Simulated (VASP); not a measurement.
# NbOs3Au (Pm-3m) in VASP: notebook, part 2 of 2

VASP 6.6.1.

## Step 5: Single point, PBE

This run uses another cell than the first one, of 21.13 Å³/atom.

Input file INCAR:

```
SYSTEM = NbOs3Au
  PREC = Accurate
  ENCUT = 520
  EDIFF = 1E-7
  ISMEAR = 0
  SIGMA = 0.1
  LREAL = .FALSE.
  LASPH = .TRUE.
  NELM = 80
  ALGO = Fast
  ISIF = 2
  LWAVE = .FALSE.
  LCHARG = .FALSE.
  GGA = PE
  NBANDS = 32
```

Input file KPOINTS:

```
Automatic mesh
0
G
  8 8 8
  0 0 0
```

Input file POSCAR:

```
NbOs3Au
1.0
    4.7276040518      0.0000000000      0.0000000000
    0.0000000000      4.7276040518      0.0000000000
    0.0000000000      0.0000000000      4.7276040518
Nb Os Au
1 3 1
Direct
    0.0000000000      0.0000000000      0.0000000000
    0.0000000000      0.5000000000      0.5000000000
    0.5000000000      0.0000000000      0.5000000000
    0.5000000000      0.5000000000      0.0000000000
    0.5000000000      0.5000000000      0.5000000000
```

The run is started by

```
$ cat potpaw_PBE.64/Nb_sv/POTCAR potpaw_PBE.64/Os/POTCAR potpaw_PBE.64/Au/POTCAR > POTCAR
$ mpirun -np 1 vasp_std > vasp.out
```

Wall time 2.3 min (1 thread of Intel Xeon 6975P-C (Granite Rapids), shared host); peak memory 0.29 GiB.

The run converged. Its results:

```
Free energy            : -33.2501 eV
Pressure               : -0.5 GPa
Band gap on the k mesh : zero (bands 24 and 25 overlap by 1.12 eV)
```

Levels at points of the mesh, in eV from the Fermi level:
```csv
k point,band 21,band 22,band 23,band 24,band 25,band 26,band 27,band 28,band 29,band 30
"(0.00, 0.00, 0.00)",0.35,0.35,0.57,0.57,0.57,0.63,0.75,0.75,1.92,1.92
"(0.50, 0.00, 0.00)",-0.59,0.04,0.09,0.09,0.10,0.10,0.35,0.57,1.00,1.30
"(0.50, 0.50, 0.00)",-1.03,-1.01,-0.68,-0.54,-0.54,-0.29,0.57,0.72,0.72,0.81
"(0.50, 0.50, 0.50)",-0.96,-0.96,0.33,0.33,0.33,0.55,0.55,0.55,0.80,0.80
```

Caveat: spin-orbit coupling is left out, which moves the levels of the heavy elements.

## Step 6: Relaxation of cell and atoms, PBE

This run uses another cell than the first one, of 21.11 Å³/atom.

Input file INCAR:

```
SYSTEM = NbOs3Au
  ALGO = Fast
  EDIFF = 1E-7
  EDIFFG = -0.01
  ENCUT = 600
  GGA = PE
  IBRION = 2
  ISIF = 3
  ISMEAR = 0
  LASPH = .TRUE.
  LCHARG = .FALSE.
  LREAL = .FALSE.
  LWAVE = .FALSE.
  NELM = 60
  NSW = 100
  PREC = Accurate
  SIGMA = 0.1
```

Input file KPOINTS:

```
k-points
0
G
  8 8 8
  0 0 0
```

POSCAR: that of step 5 with these lines changed.

```diff
@@ -2,5 +2,5 @@
 1.0
-    4.7276040518      0.0000000000      0.0000000000
-    0.0000000000      4.7276040518      0.0000000000
-    0.0000000000      0.0000000000      4.7276040518
+    4.7258145497      0.0000000000      0.0000000000
+    0.0000000000      4.7258145497      0.0000000000
+    0.0000000000      0.0000000000      4.7258145497
 Nb Os Au
```

Potentials or basis: VASP PAW PBE potentials, release 64 (Nb_sv, Os, Au).

The run is started by

```
$ cat potpaw_PBE.64/Nb_sv/POTCAR potpaw_PBE.64/Os/POTCAR potpaw_PBE.64/Au/POTCAR > POTCAR
$ mpirun -np 1 vasp_std > vasp.out
```

OUTCAR:

```text
SYSTEM = NbOs3Au
   EDIFF = 1E-7
   EDIFFG = -0.01
   ENCUT = 600
   GGA = PE
   IBRION = 2
   ISIF = 3
   ISMEAR = 0
   LASPH = .TRUE.
   LREAL = .FALSE.
   NELM = 60
   NSW = 100
   PREC = Accurate

 ion  position               nearest neighbor table
   1  0.000  0.000  0.000-
   2  0.000  0.500  0.500-   5 2.36   5 2.36   3 3.34   4 3.34   3 3.34   3 3.34   4 3.34   4 3.34
                             4 3.34   3 3.34
   3  0.500  0.000  0.500-   5 2.36   5 2.36   2 3.34   4 3.34   2 3.34   4 3.34   4 3.34   4 3.34
                             2 3.34   2 3.34
   4  0.500  0.500  0.000-   5 2.36   5 2.36   2 3.34   2 3.34   3 3.34   3 3.34   3 3.34   3 3.34
                             2 3.34   2 3.34
   5  0.500  0.500  0.500-   2 2.36   3 2.36   4 2.36   4 2.36   3 2.36   2 2.36

  LATTYP: Found a simple cubic cell.
 ALAT       =     4.7258145497

  Lattice vectors:

 A1 = (   4.7258145497,   0.0000000000,   0.0000000000)
 A2 = (   0.0000000000,   4.7258145497,   0.0000000000)
 A3 = (   0.0000000000,   0.0000000000,   4.7258145497)

Analysis of symmetry for initial positions (statically):
=====================================================================
 Subroutine PRICEL returns:
 Original cell was already a primitive cell.

 Routine SETGRP: Setting up the symmetry group for a
 simple cubic supercell.

 Subroutine GETGRP returns: Found 48 space group operations
 (whereof 48 operations were pure point group operations)
 out of a pool of 48 trial point group operations.

The static configuration has the point symmetry O_h .

Analysis of symmetry for dynamics (positions and initial velocities):
=====================================================================
 Subroutine PRICEL returns:
 Original cell was already a primitive cell.

 Routine SETGRP: Setting up the symmetry group for a
 simple cubic supercell.

 Subroutine GETGRP returns: Found 48 space group operations
 (whereof 48 operations were pure point group operations)
 out of a pool of 48 trial point group operations.

The dynamic configuration has the point symmetry O_h .

 Subroutine INISYM returns: Found 48 space group operations
 (whereof 48 operations are pure point group operations),
 and found     1 'primitive' translations

----------------------------------------------------------------------------------------

                                     Primitive cell

  volume of cell :     105.5431

  direct lattice vectors                    reciprocal lattice vectors
     4.725814550  0.000000000  0.000000000     0.211603733  0.000000000  0.000000000
     0.000000000  4.725814550  0.000000000     0.000000000  0.211603733  0.000000000
     0.000000000  0.000000000  4.725814550     0.000000000  0.000000000  0.211603733

  length of vectors
     4.725814550  4.725814550  4.725814550     0.211603733  0.211603733  0.211603733

  position of ions in fractional coordinates (direct lattice)
     0.000000000  0.000000000  0.000000000
     0.000000000  0.500000000  0.500000000
     0.500000000  0.000000000  0.500000000
     0.500000000  0.500000000  0.000000000
     0.500000000  0.500000000  0.500000000

[... 79 lines left out ...]
   EDIFF  = 0.1E-06   stopping-criterion for ELM
   LREAL  =      F    real-space projection
   EDIFFG = -.1E-01   stopping-criterion for IOM
   NSW    =    100    number of steps for IOM
   IBRION =      2    ionic relax: 0-MD 1-quasi-New 2-CG
   NFREE  =      1    steps in history (QN), initial steepest desc. (CG)
   ISIF   =      3    stress and relaxation
   ISYM   =      2    0-nonsym 1-usesym 2-fastsym
   POTIM  = 0.5000    time-step for ionic-motion
   TEBEG  =    0.0;   TEEND  =   0.0 temperature during run
   PSTRESS=    0.0 pullay stress
   NELECT =      48.0000    total number of electrons
   NUPDOWN=      -1.0000    fix difference up-down
   EMIN   =  10.00;   EMAX   =-10.00  energy-range for DOS
   EFERMI =   0.00;   METHOD = LEGACY
   ISMEAR =     0;   SIGMA  =   0.10  broadening in eV -4-tet -1-fermi 0-gaus
   EFERMI_NEDOS =   21; number of points for ismear=-14 and -15
   IALGO  =     68    algorithm
   IMIX   =      4    mixing-type and parameters
     AMIX     =   0.40;   BMIX     =  1.00
     AMIX_MAG =   1.60;   BMIX_MAG =  1.00
  volume/ion in A,a.u.               =      21.11       142.45
  Fermi-wavevector in a.u.,A,eV,Ry     =   1.258960  2.379089 21.564963  1.584980
  Thomas-Fermi vector in A             =   2.392544
   LORBIT       =      0    0 simple, 1 ext, 2 COOP (PROOUT), +10 PAW based schemes
   GGA     = PE    functional components
   LHFCALC =     F    Hartree Fock is set to
   AEXX    =    0.0000 exact exchange contribution
   IVDW    =     0    specifies the selected vdW correction
   LEPSILON=     F    determine dielectric tensor
   LRPA    =     F    only Hartree local field effects (RPA)
 conjugate gradient relaxation of ions
 non-spin polarized calculation
 RMM-DIIS sequential band-by-band and
 Gauss-broadening in eV      SIGMA  =   0.10
  energy-cutoff  :      600.00
  volume of cell :      105.54
 maximum number of plane-waves:      3575
 NGX is ok and might be reduce to    40
   NGX = 19   NGY = 19   NGZ = 19

--------------------------------------- Ionic step        1  -------------------------------------------

 number of electron      48.0000004 magnetization

 Free energy of the ion-electron system (eV)
  ---------------------------------------------------
  ext. energy  EPLUGINS =         0.00000000
  ---------------------------------------------------
  free energy    TOTEN  =       -33.25084725 eV

  energy without entropy =      -33.19865057  energy(sigma->0) =      -33.22474891

------------------------ aborting loop EDIFF was not reached (unconverged)  ----------------------------

  FORCE on cell =-STRESS in cart. coord.  units (eV):
  Direction    XX          YY          ZZ          XY          YZ          ZX
  --------------------------------------------------------------------------------------
  -------------------------------------------------------------------------------------
  Total       -0.1393254     -0.1393254     -0.1393254     -0.0000000      0.0000000     -0.0000000
  in kB       -2.1150026     -2.1150026     -2.1150026     -0.0000000      0.0000000     -0.0000000
  external PRESSURE =      -2.1150026 kB  Pullay stress =       0.0000000 kB
[... 26 lines left out ...]
--------------------------------------- Ionic step        2  -------------------------------------------

 number of electron      48.0000004 magnetization

------------------------ aborting loop because EDIFF is reached ----------------------------------------

  FORCE on cell =-STRESS in cart. coord.  units (eV):
  Direction    XX          YY          ZZ          XY          YZ          ZX
  --------------------------------------------------------------------------------------
  -------------------------------------------------------------------------------------
  Total        0.2885338      0.2885338      0.2885338     -0.0000000      0.0000000     -0.0000000
  in kB        4.3977438      4.3977438      4.3977438     -0.0000000      0.0000000     -0.0000000
  external PRESSURE =       4.3977438 kB  Pullay stress =       0.0000000 kB
[... 26 lines left out ...]
--------------------------------------- Ionic step        3  -------------------------------------------

 number of electron      48.0000004 magnetization

 Free energy of the ion-electron system (eV)
  ---------------------------------------------------
  ext. energy  EPLUGINS =         0.00000000
  ---------------------------------------------------
  free energy    TOTEN  =       -33.25096332 eV

  energy without entropy =      -33.19890551  energy(sigma->0) =      -33.22493441

 E-fermi :   6.1287     XC(G=0): -11.5500

 val. band max:        6.1190162297   @ k =   0.2500   0.1250   0.0000
 cond. band min:       6.1318078019   @ k =   0.3750   0.1250   0.0000
 fundamental gap:      0.0127915722
 Fermi energy:         6.1287322354

 k-point     1 :       0.0000    0.0000    0.0000
  band No.  band energies     occupation
      1     -49.9286      2.00000
      2     -25.8385      2.00000
      3     -25.8385      2.00000
      4     -25.8385      2.00000
      5      -2.9488      2.00000
      6      -2.4478      2.00000
[... 733 lines left out ...]
     27       6.8445      0.00000
     28       6.9012      0.00000

 [... further k-points ...]

------------------------ aborting loop because EDIFF is reached ----------------------------------------

  FORCE on cell =-STRESS in cart. coord.  units (eV):
  Direction    XX          YY          ZZ          XY          YZ          ZX
  --------------------------------------------------------------------------------------
  -------------------------------------------------------------------------------------
  Total        0.0119484      0.0119484      0.0119484      0.0000000      0.0000000     -0.0000000
  in kB        0.1816456      0.1816456      0.1816456      0.0000000      0.0000000     -0.0000000
  external PRESSURE =       0.1816456 kB  Pullay stress =       0.0000000 kB
[... 20 lines left out ...]
  FREE ENERGIE OF THE ION-ELECTRON SYSTEM (eV)
  ---------------------------------------------------
  free  energy   TOTEN  =       -33.2509633186 eV

  energy  without entropy=      -33.1989055097  energy(sigma->0) =      -33.22493441

 reached required accuracy - stopping structural energy minimisation
```

Run time: 8.7 min. Hardware: 1 thread of Intel Xeon 6975P-C (Granite Rapids), shared host; peak memory 0.36 GiB.

Results:

* Free energy: -33.2510 eV
* Relaxed volume: 21.08 Å³/atom
* Relaxed cell: a = 4.724 Å, b = 4.724 Å, c = 4.724 Å, α = 90.00°, β = 90.00°, γ = 90.00°
* Space group after relaxing (to 0.1 Å): Pm-3m (No. 221)
* Energy gained by relaxing: 0.0 meV/atom
* Ionic steps: 3
* Pressure after relaxing: 0.0 GPa
* Band gap on the k mesh: zero (bands 24 and 25 overlap by 1.11 eV)

The path:
| step | energy change (eV) | largest force (eV/Å) | pressure (GPa) | volume (Å³) |
| --- | --- | --- | --- | --- |
| 1 | 0.0000 | 0.0000 | -0.21 | 105.54 |
| 2 | 0.0003 | 0.0000 | 0.44 | 105.12 |
| 3 | -0.0001 | 0.0000 | 0.02 | 105.39 |

Final structure:
```yaml
crystal:
  lattice:
    - [4.72352, 0.00000, 0.00000]
    - [0.00000, 4.72352, 0.00000]
    - [0.00000, 0.00000, 4.72352]
  atoms:
    - { symbol: Nb, position: [0.00000, 0.00000, 0.00000] }
    - { symbol: Os, position: [0.00000, 0.50000, 0.50000] }
    - { symbol: Os, position: [0.50000, 0.00000, 0.50000] }
    - { symbol: Os, position: [0.50000, 0.50000, 0.00000] }
    - { symbol: Au, position: [0.50000, 0.50000, 0.50000] }
```

Levels at points of the mesh, in eV from the Fermi level:
| k point | band 22 | band 23 | band 24 | band 25 | band 26 | band 27 | band 28 |
| --- | --- | --- | --- | --- | --- | --- | --- |
| (0.00, 0.00, 0.00) | 0.35 | 0.57 | 0.57 | 0.57 | 0.63 | 0.75 | 0.75 |
| (0.50, 0.00, 0.00) | 0.04 | 0.09 | 0.09 | 0.11 | 0.11 | 0.36 | 0.58 |
| (0.50, 0.50, 0.00) | -1.01 | -0.68 | -0.54 | -0.54 | -0.29 | 0.70 | 0.75 |
| (0.50, 0.50, 0.50) | -0.96 | 0.33 | 0.33 | 0.34 | 0.55 | 0.56 | 0.60 |

Caveat: spin-orbit coupling is left out, which moves the levels of the heavy elements.

## Step 7: Summary

| task | cell | k mesh | cutoff (eV) | gap on the mesh (eV) | pressure (GPa) | relaxed volume (Å³/atom) |
| --- | --- | --- | --- | --- | --- | --- |
| single point | a = 4.128 Å, 5 atoms | 4 × 4 × 4 | 520 | none | 164.0 | - |
| single point | a = 4.726 Å, 5 atoms | 4 × 4 × 4 | 520 | none | -0.4 | - |
| relaxation of cell and atoms | relaxed from a = 4.128 Å, 5 atoms | 4 × 4 × 4 | 600 | none | 0.2 | 21.03 |
| single point | a = 4.728 Å, 5 atoms | 8 × 8 × 8 | 520 | none | -0.5 | - |
| relaxation of cell and atoms | relaxed from a = 4.726 Å, 5 atoms | 8 × 8 × 8 | 600 | none | 0.0 | 21.08 |

Alike in all rows: level PBE; potentials or basis VASP PAW PBE potentials, release 64 (Nb_sv, Os, Au); no spin polarisation; smearing gaussian 0.1 eV.

Caveats: some runs use coarse meshes; spin-orbit coupling is left out, which moves the levels of the heavy elements; the volume moved by over 15 % at a fixed basis, so the end points are rough (at least some runs).

Absolute energies hang on the potentials; compare differences alone.
